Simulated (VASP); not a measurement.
Crystal: ZnS.

```
Zn S
1.0
     6.12693    0.00000    0.00000
     0.00000    6.12693    0.00000
     0.00000    0.00000    3.67724
Zn S
4 4
Direct
  0.68050 0.68050 0.00000
  0.18050 0.81950 0.50000
  0.81950 0.18050 0.50000
  0.31950 0.31950 0.00000
  0.81950 0.81950 0.50000
  0.18050 0.18050 0.50000
  0.68050 0.31950 0.00000
  0.31950 0.68050 0.00000
```

| Property | Result |
| --- | --- |
| Program | VASP 6.6.1 |
| Task | relaxation of cell and atoms |
| Functional | PBE |
| Potentials or basis | VASP PAW PBE potentials, release 64 (Zn, S) |
| Cutoff | 600 eV |
| k mesh | 4 × 4 × 6 |
| Occupations | gaussian, width 0.1 eV |
| Spin | no spin polarisation |

At the start: pressure 21.7 GPa; volume 17.26 Å³/atom.

**Question.** Where does the relaxation end?

**Answer.** Over 9 steps the energy falls by 236.1 meV/atom and the volume is 21.31 Å³/atom (+23.5 %); space group P4_2/mnm (No. 136, to 0.05 Å).

Step by step:
| step | energy change (eV) | largest force (eV/Å) | pressure (GPa) | volume (Å³) |
| --- | --- | --- | --- | --- |
| 1 | 0.0000 | 1.1343 | 21.73 | 138.04 |
| 2 | -1.4134 | 0.3837 | -5.69 | 190.24 |
| 3 | -1.8488 | 0.3277 | 0.26 | 169.16 |
| 4 | -1.8486 | 0.3335 | 0.00 | 169.83 |
| 5 | -1.8656 | 0.2016 | -0.26 | 170.60 |
| 6 | -1.8700 | 0.0941 | -0.46 | 171.22 |
| 7 | -1.8833 | 0.0874 | 0.00 | 170.11 |
| 8 | -1.8863 | 0.0834 | 0.43 | 169.24 |
| 9 | -1.8889 | 0.0315 | -0.09 | 170.49 |

Final structure:
```cif
data_structure
_symmetry_space_group_name_H-M 'P 1'
_symmetry_Int_Tables_number 1
_cell_length_a 6.6551
_cell_length_b 6.6551
_cell_length_c 3.8493
_cell_angle_alpha 90.000
_cell_angle_beta 90.000
_cell_angle_gamma 90.000
_cell_volume 170.49
loop_
_atom_site_label
_atom_site_type_symbol
_atom_site_fract_x
_atom_site_fract_y
_atom_site_fract_z
_atom_site_occupancy
Zn1 Zn 0.67621 0.67621 0.00000 1
Zn2 Zn 0.17621 0.82379 0.50000 1
Zn3 Zn 0.82379 0.17621 0.50000 1
Zn4 Zn 0.32379 0.32379 0.00000 1
S1 S 0.81576 0.81576 0.50000 1
S2 S 0.18424 0.18424 0.50000 1
S3 S 0.68424 0.31576 0.00000 1
S4 S 0.31576 0.68424 0.00000 1
```

Caveat: the volume moved by over 15 % at a fixed basis, so the end points are rough.
